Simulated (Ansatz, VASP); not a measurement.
## One calculation of BAs, two programs

```xyz
2
Lattice="0.0000 2.5215 2.1432 2.5215 0.0000 2.1432 2.5215 2.5215 0.0000" Properties=species:S:1:pos:R:3 pbc="T T T"
B     0.0000    0.0000    0.0000
As    3.7822    3.7822    3.2149
```

Alike in both runs: task single point; functional LDA; k mesh 12 × 12 × 12; occupations fermi-dirac, width 0.2 eV; no spin polarisation.

|  | VASP | Ansatz |
| --- | --- | --- |
| version | VASP 6.6.1 | Ansatz 0.2.0 |
| potentials or method | VASP PAW LDA potentials, release 64 (B, As), cutoff 520 eV | scalar-relativistic, plane waves, PAW |
| valence electrons in the cell | 8 | 18 |

VASP gave:

```
gap on the k mesh at the Fermi level (eV)                     : none
pressure (GPa)                                                : -3.7
traceless stress, the component that is largest in VASP (GPa) : 15.57
```

**Question.** Which values does Ansatz return?

**Answer.** gap on the k mesh at the Fermi level (eV): none; pressure (GPa): -4.5; traceless stress, the component that is largest in VASP (GPa): 15.71.

LDA's correlation is that of Perdew and Zunger in VASP and of Perdew and Wang (1992) in Ansatz. A gap of «none» marks a metal or a gap that the smearing closes. VASP's potentials hold 8 valence electrons a cell and Ansatz's 18, so a difference there can come from the potentials and not from the codes.
